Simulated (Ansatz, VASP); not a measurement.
## One calculation of FeSi, two programs

File INCAR:

```
ALGO = Normal ; EDIFF = 1E-7
EDIFFG = -0.003 ; ENCUT = 520
GGA = PS ; IBRION = 2
ISIF = 2 ; ISMEAR = 0
LASPH = T ; LCHARG = F
LREAL = F ; LWAVE = F
NELM = 60 ; NSW = 80
PREC = Accurate ; SIGMA = 0.01
```

The input KPOINTS:

```
k-points
0
Gamma
  8 8 8
```

Contents of POSCAR:

```
FeSi
1.0
    4.5300000000      0.0000000000      0.0000000000
    0.0000000000      4.5300000000      0.0000000000
    0.0000000000      0.0000000000      4.5300000000
Fe Si
4 4
Direct
    0.1365200000      0.1365200000      0.1365200000
    0.3634800000      0.8634800000      0.6365200000
    0.6365200000      0.3634800000      0.8634800000
    0.8634800000      0.6365200000      0.3634800000
    0.8424000000      0.8424000000      0.8424000000
    0.6576000000      0.1576000000      0.3424000000
    0.3424000000      0.6576000000      0.1576000000
    0.1576000000      0.3424000000      0.6576000000
```

Input for Ansatz:

```yaml
crystal:
  lattice:
    - [4.53, 0.0, 0.0]
    - [0.0, 4.53, 0.0]
    - [0.0, 0.0, 4.53]
  atoms:
    - { symbol: Fe, position: [0.13652, 0.13652, 0.13652] }
    - { symbol: Fe, position: [0.36348, 0.86348, 0.63652] }
    - { symbol: Fe, position: [0.63652, 0.36348, 0.86348] }
    - { symbol: Fe, position: [0.86348, 0.63652, 0.36348] }
    - { symbol: Si, position: [0.8424, 0.8424, 0.8424] }
    - { symbol: Si, position: [0.6576, 0.1576, 0.3424] }
    - { symbol: Si, position: [0.3424, 0.6576, 0.1576] }
    - { symbol: Si, position: [0.1576, 0.3424, 0.6576] }
scf:
  occupations: { method: fixed }
output:
  forces: true
  stress: true
  write_density: true
  write_potential: true
  elf: true
  volumetric_format: npy
hamiltonian:
  xc: pbesol
relax:
  f_tol: 0.003
kpoints:
  mp_grid: { grid: [8, 8, 8] }
```

Alike in both runs: task relaxation of the atoms; functional PBEsol; k mesh 8 × 8 × 8; no spin polarisation.

|  | VASP | Ansatz |
| --- | --- | --- |
| version | VASP 6.6.1 | Ansatz 0.2.0 |
| potentials or method | VASP PAW PBE potentials, release 64 (Fe, Si) | scalar-relativistic, plane waves, PAW |
| plane-wave cutoff (eV) | 520 | 420 |
| occupations | gaussian, width 0.01 eV | fixed |
| valence electrons in the cell | 48 | 80 |

|  | VASP | Ansatz | Ansatz less VASP |
| --- | --- | --- | --- |
| gap on the k mesh at the Fermi level, each at its own relaxed structure (eV) | 0.15 | 0.16 | +0.009 |

VASP's potentials were made for PBE, not for PBEsol. VASP's potentials hold 48 valence electrons a cell and Ansatz's 80, so a difference there can come from the potentials and not from the codes. Ansatz's warnings: stress scf threshold loose.
